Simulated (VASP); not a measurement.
Write the native input for VASP 6.6.1 that does the following.

| Quantity | Value |
| --- | --- |
| Task | single point |
| Functional | PBE |
| Potentials or basis | VASP PAW PBE potentials, release 64 (Ti_sv, B, N) |
| Cutoff | 520 eV |
| k mesh | 10 × 10 × 5 |
| Occupations | fermi-dirac, width 0.05 eV |
| Spin | no spin polarisation |
| Dipole correction | no |
| Further INCAR settings | ALGO = Normal; EDIFF = 1e-06; NBANDS = 24 |

The structure of Ti2BN lies in POSCAR:

```
Ti2BN
1.0
    3.0293818810      0.0000000000      0.0000000000
   -1.5146909405      2.6235216707      0.0000000000
    0.0000000000      0.0000000000      5.8649306371
Ti B N
2 1 1
Direct
    0.0000000000      0.0000000000      0.2565625700
    0.0000000000      0.0000000000      0.7434374300
    0.0000000000      0.0000000000      0.5000000000
    0.0000000000      0.0000000000      0.0000000000
```

This cell differs from its parent crystal: volume scaled by 1.02.

One way to write it, as run:

INCAR

```
PREC = Accurate ; ENCUT = 520
EDIFF = 1E-6 ; ISMEAR = -1
SIGMA = 0.05 ; LREAL = False
LASPH = True ; NELM = 60
ALGO = Normal ; ISIF = 2
LWAVE = False ; LCHARG = True
GGA = PE ; LELF = True
LVHAR = True ; NBANDS = 24
```

KPOINTS

```
regular mesh
0
Gamma
  10 10 5
```

Potentials or basis: VASP PAW PBE potentials, release 64 (Ti_sv, B, N).

Launch:

```sh
$ cat potpaw_PBE.64/Ti_sv/POTCAR potpaw_PBE.64/B/POTCAR potpaw_PBE.64/N/POTCAR > POTCAR
$ mpirun -np 1 vasp_std > vasp.out
```

Results of the run:

```json
{
  "Pressure": "108.5 GPa",
  "Largest force": "4.661 eV/Å",
  "Band gap on the k mesh": "zero (band 16 reaches 8.66 eV, above the bottom of band 17 at 7.33 eV)"
}
```

Caveat: forces of over 1 eV/Å act on the atoms, so gaps and moduli don't describe the material at rest.

Run time: 31 s on 1 thread of Intel Xeon 6975P-C, with other jobs on the host, peak memory 0.2 GiB.
